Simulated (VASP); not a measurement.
# Cs (I4/mmm) in VASP: further runs

Cs is run at these levels: PBE; tasks: single point.

Everything below comes from runs of VASP 6.6.1. Logs are shortened: lines on timing, memory, paths and dates and some standing lists are left out, and cuts for length are marked.

### 1 The cell of the first run

The structure is tetragonal, space group I4/mmm (No. 139). The conventional cell has a = 6.045 Å, b = 6.045 Å, c = 6.015 Å, α = 90.00°, β = 90.00°, γ = 90.00°.

### 2 Single point, PBE (strain -0.0050 x Voigt [0, 1, 0, 0, 0, 0])

INCAR reads:

```
SYSTEM = Cs
ALGO     = Fast           ! electronic algorithm
EDIFF    = 1E-6           ! SCF threshold, eV
ENCUT    = 520            ! plane-wave cutoff, eV
GGA      = PE             ! functional
ISIF     = 2              ! what is computed and relaxed
ISMEAR   = 0              ! smearing method
LASPH    = .TRUE.         ! aspherical terms in the spheres
LCHARG   = .TRUE.         ! write CHGCAR
LELF     = .TRUE.         ! ELF
LREAL    = .FALSE.        ! projectors in reciprocal space
LVHAR    = .TRUE.       
LWAVE    = .FALSE.        ! write WAVECAR
NBANDS   = 10             ! bands
NELM     = 80             ! most SCF steps
PREC     = Accurate       ! precision mode
SIGMA    = 0.15           ! smearing width, eV
```

KPOINTS reads:

```
k-points
0
G
  12 12 12
  0 0 0
```

POSCAR reads:

```
Cs
1.0
   -3.0225000000      3.0073875000      3.0225000000
    3.0225000000     -3.0073875000      3.0225000000
    3.0225000000      3.0073875000     -3.0225000000
Cs
1
Direct
    0.0000000000      0.0000000000      0.0000000000
```

Potentials or basis: VASP PAW PBE potentials, release 64 (Cs_sv).

Command:

```bash
$ cat potpaw_PBE.64/Cs_sv/POTCAR > POTCAR
$ mpirun -np 1 vasp_std > vasp.out
```

OUTCAR:

```text
SYSTEM = Cs
   EDIFF = 1E-6
   ENCUT = 520
   GGA = PE
   ISIF = 2
   ISMEAR = 0
   LASPH = .TRUE.
   LREAL = .FALSE.
   NELM = 80
   PREC = Accurate

 ion  position               nearest neighbor table
   1  0.000  0.000  0.000-

  LATTYP: Found a body centered tetragonal cell.
 ALAT       =     6.0450000000
 C/A-ratio  =     0.9950000000

  Lattice vectors:

 A1 = (  -3.0225000000,  -3.0073875000,   3.0225000000)
 A2 = (   3.0225000000,  -3.0073875000,  -3.0225000000)
 A3 = (   3.0225000000,   3.0073875000,   3.0225000000)

Analysis of symmetry for initial positions (statically):
=====================================================================
 Subroutine PRICEL returns:
 Original cell was already a primitive cell.

 Routine SETGRP: Setting up the symmetry group for a
 body centered tetragonal supercell.

 Subroutine GETGRP returns: Found 16 space group operations
 (whereof 16 operations were pure point group operations)
 out of a pool of 16 trial point group operations.

The static configuration has the point symmetry D_4h.

Analysis of symmetry for dynamics (positions and initial velocities):
=====================================================================
 Subroutine PRICEL returns:
 Original cell was already a primitive cell.

 Routine SETGRP: Setting up the symmetry group for a
 body centered tetragonal supercell.

 Subroutine GETGRP returns: Found 16 space group operations
 (whereof 16 operations were pure point group operations)
 out of a pool of 16 trial point group operations.

The dynamic configuration has the point symmetry D_4h.

 Subroutine INISYM returns: Found 16 space group operations
 (whereof 16 operations are pure point group operations),
 and found     1 'primitive' translations

----------------------------------------------------------------------------------------

                                     Primitive cell

  volume of cell :     109.8960

  direct lattice vectors                    reciprocal lattice vectors
    -3.022500000  3.007387500  3.022500000     0.000000000  0.166257258  0.165425972
     3.022500000 -3.007387500  3.022500000     0.165425972  0.000000000  0.165425972
     3.022500000  3.007387500 -3.022500000     0.165425972  0.166257258  0.000000000

  length of vectors
     5.226412926  5.226412926  5.226412926     0.234536198  0.233947653  0.234536198

  position of ions in fractional coordinates (direct lattice)
     0.000000000  0.000000000  0.000000000

  ion indices of the primitive-cell ions
   primitive index   ion index
                 1           1

----------------------------------------------------------------------------------------

 KPOINTS: k-points

Automatic generation of k-mesh.
 Grid dimensions read from file:
 generate k-points for:   12   12   12

 Generating k-lattice:

  Cartesian coordinates                     Fractional coordinates (reciprocal lattice)
     0.000000000  0.013854772  0.013785498     0.083333333  0.000000000  0.000000000
     0.013785498  0.000000000  0.013785498     0.000000000  0.083333333  0.000000000
     0.013785498  0.013854772  0.000000000     0.000000000  0.000000000  0.083333333

  Length of vectors
     0.019544683  0.019495638  0.019544683

  Shift w.r.t. Gamma in fractional coordinates (k-lattice)
     0.000000000  0.000000000  0.000000000

 Subroutine IBZKPT returns following result:
 ===========================================

 Found    163 irreducible k-points:

 Following reciprocal coordinates:
            Coordinates               Weight
  0.000000  0.000000  0.000000      1.000000
  0.083333 -0.000000  0.000000      8.000000
  0.166667  0.000000  0.000000      8.000000
  0.250000 -0.000000  0.000000      8.000000
  0.333333 -0.000000  0.000000      8.000000
  0.416667 -0.000000  0.000000      8.000000
[... 16 lines left out ...]
  0.333333  0.166667  0.000000     16.000000
  0.416667  0.166667  0.000000     16.000000
 [... further k-points ...]
   k-points           NKPTS =    163   k-points in BZ     NKDIM =    163   number of bands    NBANDS=     10
   number of dos      NEDOS =    301   number of ions     NIONS =      1
   total plane-waves  NPLWV =  64000
   dimension x,y,z NGX =    40 NGY =   40 NGZ =   40
   dimension x,y,z NGXF=    80 NGYF=   80 NGZF=   80
   ions per type =               1
   NGX,Y,Z   is equivalent  to a cutoff of  12.72, 12.72, 12.72 a.u.
   NGXF,Y,Z  is equivalent  to a cutoff of  25.45, 25.45, 25.45 a.u.
 SYSTEM =  Cs
   PREC   = accura    normal or accurate (medium, high low for compatibility)
   ISTART =      0    job   : 0-new  1-cont  2-samecut
   ICHARG =      2    charge: 1-file 2-atom 10-const
   ISPIN  =      1    spin polarized calculation?
   LNONCOLLINEAR =      F non collinear calculations
   LSORBIT =      F    spin-orbit coupling
   LASPH  =      T    aspherical Exc in radial PAW
   ENCUT  =  520.0 eV  38.22 Ry    6.18 a.u.   9.72  9.72  9.72*2*pi/ulx,y,z
   NELM   =     80;   NELMIN=  2; NELMDL= -5     # of ELM steps
   EDIFF  = 0.1E-05   stopping-criterion for ELM
   LREAL  =      F    real-space projection
   EDIFFG = 0.1E-04   stopping-criterion for IOM
   NSW    =      0    number of steps for IOM
   IBRION =     -1    ionic relax: 0-MD 1-quasi-New 2-CG
   NFREE  =      0    steps in history (QN), initial steepest desc. (CG)
   ISIF   =      2    stress and relaxation
   ISYM   =      2    0-nonsym 1-usesym 2-fastsym
   POTIM  = 0.5000    time-step for ionic-motion
   TEBEG  =    0.0;   TEEND  =   0.0 temperature during run
   PSTRESS=    0.0 pullay stress
   NELECT =       9.0000    total number of electrons
   NUPDOWN=      -1.0000    fix difference up-down
   EMIN   =  10.00;   EMAX   =-10.00  energy-range for DOS
   EFERMI =   0.00;   METHOD = LEGACY
   ISMEAR =     0;   SIGMA  =   0.15  broadening in eV -4-tet -1-fermi 0-gaus
   EFERMI_NEDOS =   21; number of points for ismear=-14 and -15
   IALGO  =     68    algorithm
   IMIX   =      4    mixing-type and parameters
     AMIX     =   0.40;   BMIX     =  1.00
     AMIX_MAG =   1.60;   BMIX_MAG =  1.00
  volume/ion in A,a.u.               =     109.90       741.62
  Fermi-wavevector in a.u.,A,eV,Ry     =   0.710932  1.343468  6.876724  0.505425
  Thomas-Fermi vector in A             =   1.797910
   LORBIT       =      0    0 simple, 1 ext, 2 COOP (PROOUT), +10 PAW based schemes
   GGA     = PE    functional components
   LHFCALC =     F    Hartree Fock is set to
   AEXX    =    0.0000 exact exchange contribution
   IVDW    =     0    specifies the selected vdW correction
   LEPSILON=     F    determine dielectric tensor
   LRPA    =     F    only Hartree local field effects (RPA)
 non-spin polarized calculation
 RMM-DIIS sequential band-by-band and
 Gauss-broadening in eV      SIGMA  =   0.15
  energy-cutoff  :      520.00
  volume of cell :      109.90
 maximum number of plane-waves:      2988
   NGX = 19   NGY = 19   NGZ = 19

 number of electron       8.9999998 magnetization

 Free energy of the ion-electron system (eV)
  ---------------------------------------------------
  ext. energy  EPLUGINS =         0.00000000
  ---------------------------------------------------
  free energy    TOTEN  =        -0.85435084 eV

  energy without entropy =       -0.83800135  energy(sigma->0) =       -0.84617610

 E-fermi :   0.5699     XC(G=0):  -5.5223

 val. band max:        0.5341031600   @ k =   0.3333   0.0833   0.0833
 cond. band min:       0.5831222969   @ k =   0.0000   0.5000   0.0000
 fundamental gap:      0.0490191369
 Fermi energy:         0.5698684309

 k-point     1 :       0.0000    0.0000    0.0000
  band No.  band energies     occupation
      1     -23.2627      2.00000
      2      -9.9984      2.00000
      3      -9.9984      2.00000
      4      -9.9984      2.00000
      5      -1.1543      2.00000
      6       3.0759      0.00000
      7       3.0975      0.00000
      8       3.0975      0.00000
      9       3.9654      0.00000
     10       3.9964      0.00000

 k-point     2 :       0.0833   -0.0000    0.0000
  band No.  band energies     occupation
      1     -23.2622      2.00000
      2     -10.0096      2.00000
      3     -10.0020      2.00000
      4      -9.9984      2.00000
      5      -1.0735      2.00000
      6       2.9969      0.00000
      7       3.0239      0.00000
      8       3.1683      0.00000
      9       3.8458      0.00000
     10       3.9591      0.00000

 k-point     3 :       0.1667    0.0000    0.0000
  band No.  band energies     occupation
      1     -23.2606      2.00000
      2     -10.0398      2.00000
      3     -10.0118      2.00000
      4      -9.9985      2.00000
      5      -0.8397      2.00000
      6       2.7312      0.00000
      7       2.7890      0.00000
      8       3.4084      0.00000
      9       3.7548      0.00000
     10       3.9416      0.00000

 k-point     4 :       0.2500   -0.0000    0.0000
  band No.  band energies     occupation
      1     -23.2586      2.00000
      2     -10.0802      2.00000
      3     -10.0250      2.00000
      4      -9.9987      2.00000
      5      -0.4793      2.00000
      6       2.3164      0.00000
      7       2.5586      0.00000
      8       3.8004      0.00000
      9       3.8357      0.00000
     10       3.9749      0.00000
[... 222 lines left out ...]
 k-point    22 :       0.2500    0.1667    0.0000
  band No.  band energies     occupation
      1     -23.2557      2.00000
      2     -10.1204      2.00000
      3     -10.0455      2.00000
      4     -10.0102      2.00000
      5       0.1586      1.99989
      6       1.8897      0.00000
      7       2.2228      0.00000
      8       3.7401      0.00000
      9       4.2559      0.00000
     10       4.4711      0.00000

 k-point    23 :       0.3333    0.1667    0.0000
  band No.  band energies     occupation
      1     -23.2544      2.00000
      2     -10.1382      2.00000
      3     -10.0600      2.00000
      4     -10.0113      2.00000
      5       0.5969      0.79873
      6       1.6235      0.00000
      7       2.0948      0.00000
      8       3.7479      0.00000
      9       4.2853      0.00000
     10       4.8092      0.00000

 k-point    24 :       0.4167    0.1667    0.0000
  band No.  band energies     occupation
      1     -23.2539      2.00000
      2     -10.1445      2.00000
      3     -10.0655      2.00000
      4     -10.0117      2.00000
      5       0.8384      0.01135
      6       1.4695      0.00000
      7       2.0460      0.00000
      8       3.6768      0.00000
      9       4.4148      0.00000
     10       4.8318      0.00000

 [... further k-points ...]

------------------------ aborting loop because EDIFF is reached ----------------------------------------

  FORCE on cell =-STRESS in cart. coord.  units (eV):
  Direction    XX          YY          ZZ          XY          YZ          ZX
  --------------------------------------------------------------------------------------
  -------------------------------------------------------------------------------------
  Total        0.0831973      0.0841546      0.0831973      0.0000000     -0.0000000      0.0000000
  in kB        1.2129361      1.2268919      1.2129361      0.0000000     -0.0000000      0.0000000
  external PRESSURE =       1.2175880 kB  Pullay stress =       0.0000000 kB

 VOLUME and BASIS-vectors are now :
 -----------------------------------------------------------------------------
  energy-cutoff  :      520.00
  volume of cell :      109.90
      direct lattice vectors                 reciprocal lattice vectors
    -3.022500000  3.007387500  3.022500000     0.000000000  0.166257258  0.165425972
     3.022500000 -3.007387500  3.022500000     0.165425972  0.000000000  0.165425972
     3.022500000  3.007387500 -3.022500000     0.165425972  0.166257258  0.000000000

 POSITION                                       TOTAL-FORCE (eV/Angst)
 -----------------------------------------------------------------------------------
      0.00000      0.00000      0.00000         0.000000     -0.000000      0.000000
 -----------------------------------------------------------------------------------
    total drift:                               -0.000000     -0.000000     -0.000000

  FREE ENERGIE OF THE ION-ELECTRON SYSTEM (eV)
  ---------------------------------------------------
  free  energy   TOTEN  =        -0.8543508448 eV

  energy  without entropy=       -0.8380013483  energy(sigma->0) =       -0.84617610
```

It took 1.8 min on 1 thread of Intel Xeon Platinum 8259CL at 2.50GHz (Skylake/Cascade Lake), shared host; peak memory 0.34 GiB.

What came out:

```
Free energy : -0.8544 eV
Pressure    : 0.1 GPa
```

Caveat: the cell differs from its parent crystal (strain -0.0050 x Voigt [0, 1, 0, 0, 0, 0]); spin-orbit coupling is left out, which moves the levels of the heavy elements.

### 3 Single point, PBE (strain +0.0050 x Voigt [0, 1, 0, 0, 0, 0])

INCAR reads:

```
SYSTEM = Cs
  ALGO = Fast
  EDIFF = 1E-6
  ENCUT = 520
  GGA = PE
  ISIF = 2
  ISMEAR = 0
  LASPH = .TRUE.
  LCHARG = .FALSE.
  LREAL = .FALSE.
  LWAVE = .FALSE.
  NBANDS = 10
  NELM = 80
  PREC = Accurate
  SIGMA = 0.15
```

KPOINTS is that of step 2.

POSCAR reads:

```
Cs
1.0
   -3.0225000000      3.0376125000      3.0225000000
    3.0225000000     -3.0376125000      3.0225000000
    3.0225000000      3.0376125000     -3.0225000000
Cs
1
Direct
    0.0000000000      0.0000000000      0.0000000000
```

Potentials or basis: VASP PAW PBE potentials, release 64 (Cs_sv).

Command:

```bash
$ cat potpaw_PBE.64/Cs_sv/POTCAR > POTCAR
$ mpirun -np 1 vasp_std > vasp.out
```

Run time: 2.1 min. Hardware: 1 thread of Intel Xeon Platinum 8259CL at 2.50GHz (Skylake/Cascade Lake), shared host; peak memory 0.35 GiB.

Results (log left out):

```
Free energy : -0.8552 eV
Pressure    : 0.1 GPa
```

Levels at points of the mesh, in eV from the Fermi level:
```csv
k point,band 2,band 3,band 4,band 5,band 6,band 7
"(0.00, 0.00, 0.00)",-10.58,-10.58,-10.58,-1.71,2.51,2.51
"(0.50, 0.00, 0.00)",-10.73,-10.63,-10.58,0.02,0.91,1.65
"(0.00, 0.50, 0.00)",-10.73,-10.63,-10.58,0.02,0.92,1.63
"(0.50, 0.50, 0.50)",-10.69,-10.68,-10.68,0.61,0.62,3.08
```

Caveat: the cell differs from its parent crystal (strain +0.0050 x Voigt [0, 1, 0, 0, 0, 0]); spin-orbit coupling is left out, which moves the levels of the heavy elements.
